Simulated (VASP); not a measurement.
CaO:

```
Ca O
1.0
     0.00000    2.40356    2.40356
     2.40356    0.00000    2.40356
     2.40356    2.40356    0.00000
Ca O
1 1
Direct
  0.00000 0.00000 0.00000
  0.50000 0.50000 0.50000
```

| Quantity | Value |
| --- | --- |
| Program | VASP 6.6.1 |
| Task | relaxation of cell and atoms |
| Functional | RPBE |
| Potentials or basis | VASP PAW PBE potentials, release 64 (Ca_sv, O) |
| Cutoff | 600 eV |
| k mesh | 10 × 10 × 10 |
| Occupations | fermi-dirac, width 0.05 eV |
| Spin | no spin polarisation |

At the start: pressure 5.9 GPa; volume 13.89 Å³/atom.

Task: How do energy, volume and symmetry change on relaxing?

Result: Over 3 steps the energy falls by 13.7 meV/atom and the volume is 14.67 Å³/atom (+5.7 %); space group Fm-3m (No. 225, to 0.05 Å).

Step by step:
```tsv
step	energy change (eV)	largest force (eV/Å)	pressure (GPa)	volume (Å³)
1	0.0000	0.0000	5.88	27.77
2	-0.0248	0.0000	-1.61	29.87
3	-0.0274	0.0000	0.01	29.34
```

Final structure:
```cif
data_structure
_symmetry_space_group_name_H-M 'P 1'
_symmetry_Int_Tables_number 1
_cell_length_a 3.4620
_cell_length_b 3.4620
_cell_length_c 3.4620
_cell_angle_alpha 60.000
_cell_angle_beta 60.000
_cell_angle_gamma 60.000
_cell_volume 29.34
loop_
_atom_site_label
_atom_site_type_symbol
_atom_site_fract_x
_atom_site_fract_y
_atom_site_fract_z
_atom_site_occupancy
Ca1 Ca 0.00000 0.00000 0.00000 1
O1 O 0.50000 0.50000 0.50000 1
```

Caveat: the PAW data sets were made with another functional, which shifts forces and pressure a little.
